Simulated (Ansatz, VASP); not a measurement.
# One calculation of Sb, two programs

```
CELL_PARAMETERS angstrom
3.27483 0.00000 0.00000
-1.63741 2.83608 0.00000
0.00000 0.00000 11.11907
ATOMIC_POSITIONS crystal
Sb 0.00000 0.00000 0.00000
Sb 0.00000 0.00000 0.50000
Sb 0.33333 0.66667 0.25000
Sb 0.66667 0.33333 0.75000
```

Alike in both runs: task single point; functional RPBE; k mesh 12 × 12 × 3; occupations fermi-dirac, width 0.1 eV; no spin polarisation.

|  | VASP | Ansatz |
| --- | --- | --- |
| version | VASP 6.6.1 | Ansatz 0.2.0 |
| potentials or method | VASP PAW PBE potentials, release 64 (Sb), cutoff 520 eV | plane waves (420 eV) with PAW, scalar-relativistic |
| valence electrons in the cell | 20 | 60 |

```csv
,VASP,Ansatz,Ansatz less VASP
pressure (GPa),5.6,5.8,+0.22
"traceless stress, the component that is largest in VASP (GPa)",-0.78,-0.78,0.000
```

VASP's potentials were made for PBE, not for RPBE. With one functional, cell and mesh, what is left measures potentials, basis and numerics. VASP's potentials hold 20 valence electrons a cell and Ansatz's 60, so a difference there can come from the potentials and not from the codes.

Neither program's run includes spin-orbit coupling.
